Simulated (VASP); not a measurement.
# Hg (P6_3/mmc) in VASP: further runs

Runs on Hg. Level: LDA. Tasks: single point.

Program: VASP 6.6.1. These are calculated values, not measurements. Logs are shortened: lines on timing, memory, paths and dates and some standing lists are left out, and cuts for length are marked.

### Step 1. The cell of the first run

The structure is hexagonal, space group P6_3/mmc (No. 194). Conventional cell: a = 3.080 Å, b = 3.080 Å, c = 10.367 Å, α = 90.00°, β = 90.00°, γ = 120.00°. Within 4.1 Å of Hg (site symmetry -3m) lie 12 Hg at 3.08 to 3.14 Å. Hg (site symmetry -6m2) has 12 Hg at 3.08 to 3.14 Å within 4.1 Å.

### Step 2. Single point, LDA (volume scaled by 0.96)

INCAR

```
SYSTEM = Hg
PREC     = Accurate       ! precision mode
ENCUT    = 520            ! plane-wave cutoff, eV
EDIFF    = 1E-6           ! SCF threshold, eV
ISMEAR   = -1             ! smearing method
SIGMA    = 0.1            ! smearing width, eV
LREAL    = .False.        ! projectors in reciprocal space
LASPH    = .True.         ! aspherical terms in the spheres
NELM     = 80             ! most SCF steps
ALGO     = Normal         ! electronic algorithm
ISIF     = 2              ! what is computed and relaxed
LWAVE    = .False.        ! write WAVECAR
LCHARG   = .False.        ! write CHGCAR
NBANDS   = 32             ! bands
```

KPOINTS

```
regular mesh
0
Gamma
  13 13 4
  0 0 0
```

POSCAR

```
Hg
1.0
    3.0797473583      0.0000000000      0.0000000000
   -1.5398736791      2.6671394495      0.0000000000
    0.0000000000      0.0000000000     10.3665097116
Hg
4
Direct
    0.0000000000      1.0000000000      0.0000000000
    0.0000000000      1.0000000000      0.5000000000
    0.3333333333      0.6666666667      0.2500000000
    0.6666666667      0.3333333333      0.7500000000
```

Potentials or basis: VASP PAW LDA potentials, release 64 (Hg).

The run is started by

```bash
$ cat potpaw_LDA.64/Hg/POTCAR > POTCAR
$ mpirun -np 1 vasp_std > vasp.out
```

OUTCAR:

```text
SYSTEM = Hg
   PREC = Accurate
   ENCUT = 520
   EDIFF = 1E-6
   ISMEAR = -1
   LREAL = .False.
   LASPH = .True.
   NELM = 80
   ISIF = 2

 ion  position               nearest neighbor table
   1  0.000  0.000  0.000-   3 3.14   4 3.14   3 3.14   4 3.14   4 3.14   3 3.14
   2  0.000  0.000  0.500-   3 3.14   4 3.14   3 3.14   4 3.14   4 3.14   3 3.14
   3  0.333  0.667  0.250-   1 3.14   2 3.14   1 3.14   2 3.14   1 3.14   2 3.14
   4  0.667  0.333  0.750-   1 3.14   2 3.14   1 3.14   2 3.14   1 3.14   2 3.14

  LATTYP: Found a hexagonal cell.
 ALAT       =     3.0797473583
 C/A-ratio  =     3.3660260098

  Lattice vectors:

 A1 = (   3.0797473583,   0.0000000000,   0.0000000000)
 A2 = (  -1.5398736791,   2.6671394495,   0.0000000000)
 A3 = (   0.0000000000,   0.0000000000,  10.3665097116)

Analysis of symmetry for initial positions (statically):
=====================================================================
 Subroutine PRICEL returns:
 Original cell was already a primitive cell.

 Routine SETGRP: Setting up the symmetry group for a
 hexagonal supercell.

 Subroutine GETGRP returns: Found 24 space group operations
 (whereof 12 operations were pure point group operations)
 out of a pool of 24 trial point group operations.

The static configuration has the point symmetry D_3d.
 The point group associated with its full space group is D_6h.

Analysis of symmetry for dynamics (positions and initial velocities):
=====================================================================
 Subroutine PRICEL returns:
 Original cell was already a primitive cell.

 Routine SETGRP: Setting up the symmetry group for a
 hexagonal supercell.

 Subroutine GETGRP returns: Found 24 space group operations
 (whereof 12 operations were pure point group operations)
 out of a pool of 24 trial point group operations.

The dynamic configuration has the point symmetry D_3d.
 The point group associated with its full space group is D_6h.

 Subroutine INISYM returns: Found 24 space group operations
 (whereof 12 operations are pure point group operations),
 and found     1 'primitive' translations

----------------------------------------------------------------------------------------

                                     Primitive cell

  volume of cell :      85.1517

  direct lattice vectors                    reciprocal lattice vectors
     3.079747358  0.000000000  0.000000000     0.324701959  0.187466763  0.000000000
    -1.539873679  2.667139450  0.000000000     0.000000000  0.374933527  0.000000000
     0.000000000  0.000000000 10.366509712     0.000000000  0.000000000  0.096464483

  length of vectors
     3.079747358  3.079747358 10.366509712     0.374933527  0.374933527  0.096464483

  position of ions in fractional coordinates (direct lattice)
     0.000000000  0.000000000  0.000000000
     0.000000000  0.000000000  0.500000000
     0.333333333  0.666666667  0.250000000
     0.666666667  0.333333333  0.750000000

  ion indices of the primitive-cell ions
   primitive index   ion index
                 1           1
                 2           2
                 3           3
                 4           4

----------------------------------------------------------------------------------------

 KPOINTS: regular mesh

Automatic generation of k-mesh.
 Grid dimensions read from file:
 generate k-points for:   13   13    4

 Generating k-lattice:

  Cartesian coordinates                     Fractional coordinates (reciprocal lattice)
     0.024977074  0.014420520  0.000000000     0.076923077  0.000000000  0.000000000
     0.000000000  0.028841041  0.000000000     0.000000000  0.076923077  0.000000000
     0.000000000  0.000000000  0.024116121     0.000000000  0.000000000  0.250000000

  Length of vectors
     0.028841041  0.028841041  0.024116121

  Shift w.r.t. Gamma in fractional coordinates (k-lattice)
     0.000000000  0.000000000  0.000000000

 Subroutine IBZKPT returns following result:
 ===========================================

 Found     63 irreducible k-points:

 Following reciprocal coordinates:
            Coordinates               Weight
  0.000000  0.000000  0.000000      1.000000
  0.076923  0.000000  0.000000      6.000000
  0.153846  0.000000  0.000000      6.000000
  0.230769  0.000000  0.000000      6.000000
  0.307692  0.000000  0.000000      6.000000
  0.384615  0.000000  0.000000      6.000000
[... 16 lines left out ...]
  0.076923  0.000000  0.250000     12.000000
  0.153846  0.000000  0.250000     12.000000
 [... further k-points ...]
   k-points           NKPTS =     63   k-points in BZ     NKDIM =     63   number of bands    NBANDS=     32
   number of dos      NEDOS =    301   number of ions     NIONS =      4
   total plane-waves  NPLWV =  46080
   dimension x,y,z NGX =    24 NGY =   24 NGZ =   80
   dimension x,y,z NGXF=    48 NGYF=   48 NGZF=  160
   ions per type =               4
   NGX,Y,Z   is equivalent  to a cutoff of  12.96, 12.96, 12.83 a.u.
   NGXF,Y,Z  is equivalent  to a cutoff of  25.91, 25.91, 25.66 a.u.
 SYSTEM =  Hg
   PREC   = accura    normal or accurate (medium, high low for compatibility)
   ISTART =      0    job   : 0-new  1-cont  2-samecut
   ICHARG =      2    charge: 1-file 2-atom 10-const
   ISPIN  =      1    spin polarized calculation?
   LNONCOLLINEAR =      F non collinear calculations
   LSORBIT =      F    spin-orbit coupling
   LASPH  =      T    aspherical Exc in radial PAW
   ENCUT  =  520.0 eV  38.22 Ry    6.18 a.u.   5.73  5.73 19.27*2*pi/ulx,y,z
   NELM   =     80;   NELMIN=  2; NELMDL= -5     # of ELM steps
   EDIFF  = 0.1E-05   stopping-criterion for ELM
   LREAL  =      F    real-space projection
   EDIFFG = 0.1E-04   stopping-criterion for IOM
   NSW    =      0    number of steps for IOM
   IBRION =     -1    ionic relax: 0-MD 1-quasi-New 2-CG
   NFREE  =      0    steps in history (QN), initial steepest desc. (CG)
   ISIF   =      2    stress and relaxation
   ISYM   =      2    0-nonsym 1-usesym 2-fastsym
   POTIM  = 0.5000    time-step for ionic-motion
   TEBEG  =    0.0;   TEEND  =   0.0 temperature during run
   PSTRESS=    0.0 pullay stress
   NELECT =      48.0000    total number of electrons
   NUPDOWN=      -1.0000    fix difference up-down
   EMIN   =  10.00;   EMAX   =-10.00  energy-range for DOS
   EFERMI =   0.00;   METHOD = LEGACY
   ISMEAR =    -1;   SIGMA  =   0.10  broadening in eV -4-tet -1-fermi 0-gaus
   EFERMI_NEDOS =   21; number of points for ismear=-14 and -15
   IALGO  =     38    algorithm
   IMIX   =      4    mixing-type and parameters
     AMIX     =   0.40;   BMIX     =  1.00
     AMIX_MAG =   1.60;   BMIX_MAG =  1.00
  volume/ion in A,a.u.               =      21.29       143.66
  Fermi-wavevector in a.u.,A,eV,Ry     =   1.352355  2.555581 24.883215  1.828865
  Thomas-Fermi vector in A             =   2.479701
   LORBIT       =      0    0 simple, 1 ext, 2 COOP (PROOUT), +10 PAW based schemes
   GGA     = CA    functional components
   LHFCALC =     F    Hartree Fock is set to
   AEXX    =    0.0000 exact exchange contribution
   IVDW    =     0    specifies the selected vdW correction
   LEPSILON=     F    determine dielectric tensor
   LRPA    =     F    only Hartree local field effects (RPA)
 non-spin polarized calculation
  energy-cutoff  :      520.00
  volume of cell :       85.15
 maximum number of plane-waves:      2307
 NGX is ok and might be reduce to    24
   NGX = 11   NGY = 11   NGZ = 39

 number of electron      47.9999986 magnetization

 Free energy of the ion-electron system (eV)
  ---------------------------------------------------
  ext. energy  EPLUGINS =         0.00000000
  ---------------------------------------------------
  free energy    TOTEN  =        -3.72316200 eV

  energy without entropy =       -3.67235808  energy(sigma->0) =       -3.69776004

 E-fermi :   3.4148     XC(G=0): -11.7517

 val. band max:        3.4038264971   @ k =   0.4615   0.0769   0.2500
 cond. band min:       3.4271639767   @ k =   0.3846   0.2308   0.0000
 fundamental gap:      0.0233374796
 Fermi energy:         3.4148162242

 k-point     1 :       0.0000    0.0000    0.0000
  band No.  band energies     occupation
      1      -6.5837      2.00000
      2      -5.4235      2.00000
      3      -5.4053      2.00000
      4      -5.2895      2.00000
      5      -4.0598      2.00000
      6      -3.9516      2.00000
[... 24 lines left out ...]
     31      17.1831      0.00000
     32      17.6338      0.00000

 k-point     2 :       0.0769    0.0000    0.0000
  band No.  band energies     occupation
      1      -6.4319      2.00000
      2      -5.2857      2.00000
      3      -5.2672      2.00000
      4      -5.1908      2.00000
      5      -4.0469      2.00000
      6      -4.0017      2.00000
[... 24 lines left out ...]
     31      16.6176      0.00000
     32      16.8760      0.00000

 k-point     3 :       0.1538    0.0000    0.0000
  band No.  band energies     occupation
      1      -6.0022      2.00000
      2      -4.9699      2.00000
      3      -4.9170      2.00000
      4      -4.9109      2.00000
      5      -4.2003      2.00000
      6      -4.0723      2.00000
[... 24 lines left out ...]
     31      15.0003      0.00000
     32      16.8194      0.00000

 k-point     4 :       0.2308    0.0000    0.0000
  band No.  band energies     occupation
      1      -5.4226      2.00000
      2      -4.8244      2.00000
      3      -4.7025      2.00000
      4      -4.6217      2.00000
      5      -4.3730      2.00000
      6      -4.3102      2.00000
[... 24 lines left out ...]
     31      13.5949      0.00000
     32      15.1486      0.00000

 k-point     5 :       0.3077    0.0000    0.0000
  band No.  band energies     occupation
      1      -5.0944      2.00000
      2      -4.8930      2.00000
      3      -4.8360      2.00000
      4      -4.6634      2.00000
      5      -4.4957      2.00000
      6      -4.3832      2.00000
[... 584 lines left out ...]
     31       9.6020      0.00000
     32       9.6691      0.00000

 k-point    22 :       0.0000    0.0000    0.2500
  band No.  band energies     occupation
      1      -6.4813      2.00000
      2      -5.7762      2.00000
      3      -5.2777      2.00000
      4      -5.2649      2.00000
      5      -4.0693      2.00000
      6      -4.0073      2.00000
[... 24 lines left out ...]
     31      17.2859      0.00000
     32      17.2859      0.00000

 k-point    23 :       0.0769    0.0000    0.2500
  band No.  band energies     occupation
      1      -6.3307      2.00000
      2      -5.6315      2.00000
      3      -5.1771      2.00000
      4      -5.1435      2.00000
      5      -4.0789      2.00000
      6      -4.0711      2.00000
[... 24 lines left out ...]
     31      16.6502      0.00000
     32      16.9062      0.00000

 k-point    24 :       0.1538    0.0000    0.2500
  band No.  band energies     occupation
      1      -5.9076      2.00000
      2      -5.2535      2.00000
      3      -4.9295      2.00000
      4      -4.8410      2.00000
      5      -4.1973      2.00000
      6      -4.1136      2.00000
[... 24 lines left out ...]
     31      15.1235      0.00000
     32      16.0759      0.00000

 [... further k-points ...]
[... 5 lines left out ...]
  --------------------------------------------------------------------------------------
  -------------------------------------------------------------------------------------
  Total        1.6165388      1.6165388      1.3755615      0.0000000     -0.0000000      0.0000000
  in kB       30.4160869     30.4160869     25.8819636      0.0000000     -0.0000000      0.0000000
  external PRESSURE =      28.9047125 kB  Pullay stress =       0.0000000 kB

 VOLUME and BASIS-vectors are now :
 -----------------------------------------------------------------------------
  energy-cutoff  :      520.00
  volume of cell :       85.15
      direct lattice vectors                 reciprocal lattice vectors
     3.079747358  0.000000000  0.000000000     0.324701959  0.187466763  0.000000000
    -1.539873679  2.667139450  0.000000000     0.000000000  0.374933527  0.000000000
     0.000000000  0.000000000 10.366509712     0.000000000  0.000000000  0.096464483

 POSITION                                       TOTAL-FORCE (eV/Angst)
 -----------------------------------------------------------------------------------
      0.00000      0.00000      0.00000        -0.000000      0.000000      0.000000
      0.00000      0.00000      5.18325        -0.000000      0.000000      0.000000
     -0.00000      1.77809      2.59163         0.000000      0.000000     -0.000000
      1.53987      0.88905      7.77488         0.000000      0.000000      0.000000
 -----------------------------------------------------------------------------------
    total drift:                               -0.000000      0.000000     -0.000000

  FREE ENERGIE OF THE ION-ELECTRON SYSTEM (eV)
  ---------------------------------------------------
  free  energy   TOTEN  =        -3.7231619968 eV

  energy  without entropy=       -3.6723580782  energy(sigma->0) =       -3.69776004
```

Run time: 86 s. Hardware: 1 thread of Intel Xeon 6975P-C, shared host; peak memory 0.25 GiB.

Results:

```
Free energy            : -3.7232 eV
Pressure               : 2.9 GPa
Band gap on the k mesh : zero (band 24 reaches 3.73 eV, above the bottom of band 25 at 1.69 eV)
```

Stress tensor (GPa, compression positive):
```
3.04 0.00 0.00
0.00 3.04 0.00
0.00 0.00 2.59
```

Caveat: the cell differs from its parent crystal (volume scaled by 0.96); spin-orbit coupling is left out, which moves the levels of the heavy elements.

### Step 3. Single point, LDA

This run uses another cell than the first one, of 22.17 Å³/atom, 1.042 times its volume.

INCAR

```
SYSTEM = Hg
PREC = Accurate
ENCUT = 520
EDIFF = 1E-6
ISMEAR = -1
SIGMA = 0.1
LREAL = .FALSE.
LASPH = .TRUE.
NELM = 60
ALGO = Normal
ISIF = 2
LWAVE = .FALSE.
LCHARG = .TRUE.
LELF = .TRUE.
LVHAR = .TRUE.
NBANDS = 32
```

KPOINTS

```
Automatic mesh
0
G
  13 13 4
  0 0 0
```

POSCAR

```
Hg
1.0
    3.1219409214      0.0000000000      0.0000000000
   -1.5609704607      2.7036801470      0.0000000000
    0.0000000000      0.0000000000     10.5085343425
Hg
4
Direct
    0.0000000000      1.0000000000      0.0000000000
    0.0000000000      1.0000000000      0.5000000000
    0.3333333333      0.6666666667      0.2500000000
    0.6666666667      0.3333333333      0.7500000000
```

Potentials or basis: VASP PAW LDA potentials, release 64 (Hg).

The run is started by

```bash
$ cat potpaw_LDA.64/Hg/POTCAR > POTCAR
$ mpirun -np 1 vasp_std > vasp.out
```

It took 90 s on 1 thread of Intel Xeon 6975P-C, shared host; peak memory 0.26 GiB.

The run converged. Its results:

```
Free energy            : -3.7612 eV
Pressure               : 0.5 GPa
Band gap on the k mesh : zero (band 24 reaches 3.23 eV, above the bottom of band 25 at 1.23 eV)
```

Stress tensor (GPa, compression positive):
```
0.61 0.00 0.00
0.00 0.61 0.00
0.00 0.00 0.14
```

Levels at points of the mesh, in eV from the Fermi level:
```csv
k point,band 22,band 23,band 24,band 25,band 26,band 27
"(0.00, 0.00, 0.00)",-5.86,-5.86,-2.02,-1.75,6.35,6.35
"(0.00, 0.00, 0.50)",-5.96,-4.91,-4.91,1.94,1.94,10.99
```

Caveat: spin-orbit coupling is left out, which moves the levels of the heavy elements.

### Step 4. Single point, LDA (volume scaled by 1.04)

INCAR

```
PREC     = Accurate       # precision mode
ENCUT    = 520            # plane-wave cutoff, eV
EDIFF    = 1E-6           # SCF threshold, eV
ISMEAR   = -1             # smearing method
SIGMA    = 0.1            # smearing width, eV
LREAL    = F              # projectors in reciprocal space
LASPH    = T              # aspherical terms in the spheres
NELM     = 100            # most SCF steps
ALGO     = Normal         # electronic algorithm
ISIF     = 2              # what is computed and relaxed
LWAVE    = F              # write WAVECAR
LCHARG   = T              # write CHGCAR
GGA      = CA             # functional
LELF     = T              # ELF
LVHAR    = T            
NBANDS   = 32             # bands
```

KPOINTS

```
Automatic mesh
0
Gamma
  13 13 4
```

POSCAR

```
Hg
1.0
    3.1630238027      0.0000000000      0.0000000000
   -1.5815119013      2.7392589659      0.0000000000
    0.0000000000      0.0000000000     10.6468203895
Hg
4
Direct
    0.0000000000      1.0000000000      0.0000000000
    0.0000000000      1.0000000000      0.5000000000
    0.3333333333      0.6666666667      0.2500000000
    0.6666666667      0.3333333333      0.7500000000
```

The run is started by

```bash
$ cat potpaw_LDA.64/Hg/POTCAR > POTCAR
$ mpirun -np 1 vasp_std > vasp.out
```

Wall time 88 s (1 thread of Intel Xeon 6975P-C, shared host); peak memory 0.26 GiB.

It converged, with:

| Item | Value |
| --- | --- |
| Free energy | -3.7538 eV |
| Pressure | -1.2 GPa |
| Band gap on the k mesh | zero (band 24 reaches 2.78 eV, above the bottom of band 25 at 0.81 eV) |

Stress tensor (GPa, compression positive):
```
-1.07  0.00  0.00
 0.00 -1.07  0.00
 0.00  0.00 -1.57
```

Levels at points of the mesh, in eV from the Fermi level:
```csv
k point,band 21,band 22,band 23,band 24,band 25,band 26,band 27,band 28
"(0.00, 0.00, 0.00)",-6.01,-5.76,-5.76,-1.78,-1.77,6.23,6.23,13.17
"(0.00, 0.00, 0.50)",-5.85,-5.85,-4.71,-4.71,1.93,1.93,10.79,10.79
```

Caveat: the cell differs from its parent crystal (volume scaled by 1.04); spin-orbit coupling is left out, which moves the levels of the heavy elements.

### Step 5. Summary

```tsv
cell	gap on the mesh (eV)	pressure (GPa)
a = 3.080, b = 3.080, c = 10.367 Å, angles 90.0, 90.0, 120.0°, 4 atoms	none	2.9
a = 3.122, b = 3.122, c = 10.509 Å, angles 90.0, 90.0, 120.0°, 4 atoms	none	0.5
a = 3.163, b = 3.163, c = 10.647 Å, angles 90.0, 90.0, 120.0°, 4 atoms	none	-1.2
```

Alike in all rows: task single point; level LDA; potentials or basis VASP PAW LDA potentials, release 64 (Hg); no spin polarisation; k mesh 13 × 13 × 4; cutoff (eV) 520; smearing fermi-dirac 0.1 eV.

Caveats: spin-orbit coupling is left out, which moves the levels of the heavy elements.

Total energies depend on the potentials used, so only differences within one code and one set of settings carry meaning.
